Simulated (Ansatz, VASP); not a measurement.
**Si2W: VASP beside Ansatz**

```
Si W
1.0
     4.54286    0.00000    0.00000
    -2.27143    3.93423    0.00000
     0.00000    0.00000    6.85790
Si W
6 3
Direct
  0.86762 0.73525 0.50000
  0.13238 0.86762 0.83333
  0.73525 0.86762 0.16667
  0.13238 0.26475 0.50000
  0.86762 0.13238 0.83333
  0.26475 0.13238 0.16667
  0.00000 0.50000 0.16667
  0.50000 0.50000 0.83333
  0.50000 0.00000 0.50000
```

Alike in both runs: task single point; functional PBE; k mesh 9 × 9 × 6; occupations gaussian, width 0.03 eV; no spin polarisation.

|  | VASP | Ansatz |
| --- | --- | --- |
| version | VASP 6.6.1 | Ansatz 0.2.0 |
| potentials or method | VASP PAW PBE potentials, release 64 (Si, W_sv), cutoff 520 eV | scalar-relativistic, plane waves, PAW |
| valence electrons in the cell | 66 | 66 |

|  | VASP | Ansatz | Ansatz less VASP |
| --- | --- | --- | --- |
| gap on the k mesh at the Fermi level (eV) | none | none | - |
| pressure (GPa) | 12.8 | 12.9 | +0.08 |
| traceless stress, the component that is largest in VASP (GPa) | -19.37 | -19.40 | -0.027 |
| rms of the force components (eV/Å) | 3.329 | 3.347 | +0.0182 |

Atom by atom the forces differ by 0.018 eV/Å (rms over components). A gap of «none» marks a metal or a gap that the smearing closes.

Neither program's run includes spin-orbit coupling.
